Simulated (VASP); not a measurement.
# AlAs (I-4m2) in VASP: a series of runs, part 2 of 2

VASP 6.6.1. Earlier steps stand in the parts before.

## Step 4: Electric field gradients, PBEsol (equal xx and yy strain of -1 %)

Input file INCAR:

```
SYSTEM = AlAs
ALGO = Normal
EDIFF = 1E-8
ENCUT = 400
GGA = PS
GGA_COMPAT = .False.
ISIF = 2
ISMEAR = -1
LASPH = .True.
LCHARG = .False.
LEFG = .True.
LREAL = .False.
LWAVE = .False.
NBANDS = 11
NELM = 120
PREC = Accurate
SIGMA = 0.05
```

Input file KPOINTS:

```
k-points
0
Gamma
  11 11 11
  0 0 0
```

Input file POSCAR:

```
AlAs
1.0
    0.0000000000      2.8020960000      2.8304000000
    2.8020960000      0.0000000000      2.8304000000
    2.8020960000      2.8020960000      0.0000000000
Al As
1 1
Direct
    0.0000000000      0.0000000000      0.0000000000
    0.7500000000      0.7500000000      0.7500000000
```

Potentials or basis: VASP PAW PBE potentials, release 64 (Al, As).

On the command line:

```bash
> cat potpaw_PBE.64/Al/POTCAR potpaw_PBE.64/As/POTCAR > POTCAR
> mpirun -np 1 vasp_std > vasp.out
```

OUTCAR:

```text
SYSTEM = AlAs
   EDIFF = 1E-8
   ENCUT = 400
   GGA = PS
   ISIF = 2
   ISMEAR = -1
   LASPH = .True.
   LREAL = .False.
   NELM = 120
   PREC = Accurate

 ion  position               nearest neighbor table
   1  0.000  0.000  0.000-   2 2.43   2 2.43   2 2.43   2 2.43
   2  0.750  0.750  0.750-   1 2.43   1 2.43   1 2.43   1 2.43

  LATTYP: Found a body centered tetragonal cell.
 ALAT       =     3.9627621663
 C/A-ratio  =     1.4284985479

  Lattice vectors:

 A1 = (  -2.8020960000,   0.0000000000,   2.8304000000)
 A2 = (   2.8020960000,   0.0000000000,   2.8304000000)
 A3 = (   0.0000000000,   2.8020960000,  -2.8304000000)

Analysis of symmetry for initial positions (statically):
=====================================================================
 Subroutine PRICEL returns:
 Original cell was already a primitive cell.

 Routine SETGRP: Setting up the symmetry group for a
 body centered tetragonal supercell.

 Subroutine GETGRP returns: Found  8 space group operations
 (whereof  8 operations were pure point group operations)
 out of a pool of 16 trial point group operations.

The static configuration has the point symmetry D_2d.

Analysis of symmetry for dynamics (positions and initial velocities):
=====================================================================
 Subroutine PRICEL returns:
 Original cell was already a primitive cell.

 Routine SETGRP: Setting up the symmetry group for a
 body centered tetragonal supercell.

 Subroutine GETGRP returns: Found  8 space group operations
 (whereof  8 operations were pure point group operations)
 out of a pool of 16 trial point group operations.

The dynamic configuration has the point symmetry D_2d.

 Subroutine INISYM returns: Found  8 space group operations
 (whereof  8 operations are pure point group operations),
 and found     1 'primitive' translations

----------------------------------------------------------------------------------------

                                     Primitive cell

  volume of cell :      44.4471

  direct lattice vectors                    reciprocal lattice vectors
     0.000000000  2.802096000  2.830400000    -0.178437855  0.178437855  0.176653477
     2.802096000  0.000000000  2.830400000     0.178437855 -0.178437855  0.176653477
     2.802096000  2.802096000  0.000000000     0.178437855  0.178437855 -0.176653477

  length of vectors
     3.982826403  3.982826403  3.962762166     0.308036665  0.308036665  0.308036665

  position of ions in fractional coordinates (direct lattice)
     0.000000000  0.000000000  0.000000000
     0.750000000  0.750000000  0.750000000

  ion indices of the primitive-cell ions
   primitive index   ion index
                 1           1
                 2           2

----------------------------------------------------------------------------------------

 KPOINTS: k-points

Automatic generation of k-mesh.
 Grid dimensions read from file:
 generate k-points for:   11   11   11

 Generating k-lattice:

  Cartesian coordinates                     Fractional coordinates (reciprocal lattice)
[... 78 lines left out ...]
   IMIX   =      4    mixing-type and parameters
     AMIX     =   0.40;   BMIX     =  1.00
     AMIX_MAG =   1.60;   BMIX_MAG =  1.00
  volume/ion in A,a.u.               =      22.22       149.97
  Fermi-wavevector in a.u.,A,eV,Ry     =   0.924323  1.746716 11.624439  0.854372
  Thomas-Fermi vector in A             =   2.050056
   LORBIT       =      0    0 simple, 1 ext, 2 COOP (PROOUT), +10 PAW based schemes
   GGA     = PS    functional components
   LHFCALC =     F    Hartree Fock is set to
   AEXX    =    0.0000 exact exchange contribution
   IVDW    =     0    specifies the selected vdW correction
   LEPSILON=     F    determine dielectric tensor
   LRPA    =     F    only Hartree local field effects (RPA)
 non-spin polarized calculation
  energy-cutoff  :      400.00
  volume of cell :       44.45
 maximum number of plane-waves:       837
 NGX is ok and might be reduce to    28
   NGX = 13   NGY = 13   NGZ = 13

 number of electron       7.9999999 magnetization

 Free energy of the ion-electron system (eV)
  ---------------------------------------------------
  ext. energy  EPLUGINS =         0.00000000
  ---------------------------------------------------
  free energy    TOTEN  =       -10.05503147 eV

  energy without entropy =      -10.05503144  energy(sigma->0) =      -10.05503146

 E-fermi :   4.6474     XC(G=0):  -9.2736

 val. band max:        3.9903928694   @ k =   0.0000   0.0000   0.0000
 cond. band min:       5.2904553218   @ k =   0.4545   0.0000   0.4545
 fundamental gap:      1.3000624524
 Fermi energy:         4.6474230452

 k-point     1 :       0.0000    0.0000    0.0000
  band No.  band energies     occupation
      1      -8.0280      2.00000
      2       3.9401      2.00000
      3       3.9904      2.00000
      4       3.9904      2.00000
      5       6.1111      0.00000
      6       8.2673      0.00000
      7       8.2673      0.00000
      8       8.2818      0.00000
      9      12.7967      0.00000
     10      12.9097      0.00000
     11      13.0996      0.00000
[... 309 lines left out ...]
 k-point    24 :      -0.1818    0.1818    0.0000
  band No.  band energies     occupation
      1      -7.2013      2.00000
      2       0.3267      2.00000
      3       1.9665      2.00000
      4       3.5828      2.00000
      5       7.7707      0.00000
      6       8.8177      0.00000
      7       9.1185      0.00000
      8       9.8682      0.00000
      9      11.1986      0.00000
     10      14.0149      0.00000
     11      15.6343      0.00000

 [... further k-points ...]

------------------------ aborting loop because EDIFF is reached ----------------------------------------

  FORCE on cell =-STRESS in cart. coord.  units (eV):
  Direction    XX          YY          ZZ          XY          YZ          ZX
  --------------------------------------------------------------------------------------
  -------------------------------------------------------------------------------------
  Total        0.7118376      0.7118376      0.5630478      0.0000000      0.0000000      0.0000000
  in kB       25.6594683     25.6594683     20.2960747      0.0000000      0.0000000      0.0000000
  external PRESSURE =      23.8716704 kB  Pullay stress =       0.0000000 kB

 VOLUME and BASIS-vectors are now :
 -----------------------------------------------------------------------------
  energy-cutoff  :      400.00
  volume of cell :       44.45
      direct lattice vectors                 reciprocal lattice vectors
     0.000000000  2.802096000  2.830400000    -0.178437855  0.178437855  0.176653477
     2.802096000  0.000000000  2.830400000     0.178437855 -0.178437855  0.176653477
     2.802096000  2.802096000  0.000000000     0.178437855  0.178437855 -0.176653477

 POSITION                                       TOTAL-FORCE (eV/Angst)
 -----------------------------------------------------------------------------------
      0.00000      0.00000      0.00000         0.000000     -0.000000     -0.000000
      4.20314      4.20314      4.24560        -0.000000      0.000000      0.000000
 -----------------------------------------------------------------------------------
    total drift:                               -0.000000     -0.000000     -0.000000

  FREE ENERGIE OF THE ION-ELECTRON SYSTEM (eV)
  ---------------------------------------------------
  free  energy   TOTEN  =       -10.0550314714 eV

  energy  without entropy=      -10.0550314427  energy(sigma->0) =      -10.05503146

 Electric field gradients (V/A^2)
---------------------------------------------------------------------
 ion       V_xx      V_yy      V_zz      V_xy      V_xz      V_yz
---------------------------------------------------------------------
   1       0.367     0.367    -0.734    -0.000    -0.000    -0.000
   2      -1.268    -1.268     2.536    -0.000    -0.000    -0.000
---------------------------------------------------------------------

 Electric field gradients after diagonalization (V/A^2)
 (convention: |V_zz| > |V_xx| > |V_yy|)
----------------------------------------------------------------------
 ion       V_xx      V_yy      V_zz     asymmetry (V_yy - V_xx)/ V_zz
----------------------------------------------------------------------
   1       0.367     0.367    -0.734       0.000
   2      -1.268    -1.268     2.536       0.000
----------------------------------------------------------------------

           NMR quadrupolar parameters

 Cq : quadrupolar parameter    Cq=e*Q*V_zz/h
 eta: asymmetry parameters     (V_yy - V_xx)/ V_zz
 Q  : nuclear electric quadrupole moment in mb (millibarn)
----------------------------------------------------------------------
 ion       Cq(MHz)       eta       Q (mb)
----------------------------------------------------------------------
   1      -0.002       0.000       1.000
   2       0.006       0.000       1.000
----------------------------------------------------------------------
```

OSZICAR:

```text
N       E                     dE             d eps       ncg     rms          rms(c)
DAV:   1     0.106882494092E+02    0.10688E+02   -0.26065E+03  2772   0.436E+02
DAV:   2    -0.943951651142E+01   -0.20128E+02   -0.19192E+02  3419   0.801E+01
DAV:   3    -0.103215344265E+02   -0.88202E+00   -0.88024E+00  3508   0.166E+01
DAV:   4    -0.103279820811E+02   -0.64477E-02   -0.64473E-02  3260   0.171E+00
DAV:   5    -0.103280889146E+02   -0.10683E-03   -0.10683E-03  3376   0.215E-01    0.334E+00
DAV:   6    -0.101057981124E+02    0.22229E+00   -0.34409E-01  3083   0.211E+00    0.191E+00
DAV:   7    -0.100566697384E+02    0.49128E-01   -0.17788E-01  3272   0.162E+00    0.659E-01
DAV:   8    -0.100549699956E+02    0.16997E-02   -0.10933E-02  3115   0.489E-01    0.907E-02
DAV:   9    -0.100549875565E+02   -0.17561E-04   -0.48135E-04  3276   0.118E-01    0.421E-02
DAV:  10    -0.100550273503E+02   -0.39794E-04   -0.44243E-05  3159   0.361E-02    0.102E-02
DAV:  11    -0.100550316565E+02   -0.43062E-05   -0.68400E-06  3312   0.133E-02    0.553E-03
DAV:  12    -0.100550314295E+02    0.22693E-06   -0.13101E-06  3172   0.481E-03    0.222E-03
DAV:  13    -0.100550314676E+02   -0.38103E-07   -0.51556E-08  3387   0.131E-03    0.130E-03
DAV:  14    -0.100550314714E+02   -0.37817E-08   -0.24216E-08  3117   0.632E-04
   1 F= -.10055031E+02 E0= -.10055031E+02  d E =-.286882E-07
```

stdout:

```text
POSCAR found type information on POSCAR AlAs
 POSCAR found :  2 types and       2 ions
 scaLAPACK will be used
 -----------------------------------------------------------------------------
|                                                                             |
|                                                                             |
|     You enforced a specific xc type in the INCAR file but a different       |
|     I HOPE YOU KNOW WHAT YOU ARE DOING!                                     |
|                                                                             |
 -----------------------------------------------------------------------------

 LDA part: xc-table for (Slater+PW92), standard interpolation
 POSCAR, INCAR and KPOINTS ok, starting setup
 FFT: planning ... GRIDC
 FFT: planning ... GRID_SOFT
 FFT: planning ... GRID
 WAVECAR not read
 entering main loop
ion   1

ion   2
```

Run time: 86 s. Hardware: 1 thread of Intel Xeon 8259CL, shared host; peak memory 0.18 GiB.

What came out:

```
Free energy                             : -10.0550 eV
Pressure                                : 2.4 GPa
Band gap on the k mesh                  : 1.30 eV (least direct gap 2.12 eV)
Largest electric field gradient by atom : Al -0.7; As +2.5 V/Å²
```

Electric field gradients, principal values (V/Å²):
```
atom   least  middle  greatest (by size)
1 Al   0.367   0.367              -0.734
2 As  -1.268  -1.268               2.536
```

Caveat: the cell differs from its parent crystal (equal xx and yy strain of -1 %); without QUAD_EFG the Cq values of the log hold for a quadrupole moment of 1 mb, not for the nuclei; the PAW data sets were made with another functional, which shifts forces and pressure a little; an odd mesh through Γ misses points on the zone boundary, where band edges can lie.
